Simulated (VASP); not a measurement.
Crystal: Au.

```
Au
1.0
    -1.65727    1.65727    1.65727
     1.65727   -1.65727    1.65727
     1.65727    1.65727   -1.65727
Au
1
Direct
  0.00000 0.00000 0.00000
```

Base run:

| Item | Value |
| --- | --- |
| Program | VASP 6.6.1 |
| Functional | PBEsol |
| Potentials or basis | VASP PAW PBE potentials, release 64 (Au) |
| Cutoff | 500 eV |
| k mesh | 13 × 13 × 13 |
| Occupations | fermi-dirac, width 0.05 eV |
| Spin | non-collinear spin, zero start, spin-orbit coupling |
| Starting moments | [[0.0, 0.0, 0.0]] μB |

Its results: pressure -10.3 GPa.

Q: The run is repeated on the same cell with these changes: spin from non-collinear spin, zero start, spin-orbit coupling to no spin polarisation; further incar settings from ALGO = Normal; EDIFF = 1e-06; NBANDS = 22 to ALGO = Normal; EDIFF = 1e-06; NBANDS = 12. What comes out?

A: Pressure -9.2 GPa.

Caveats: the PAW data sets were made with another functional, which shifts forces and pressure a little.
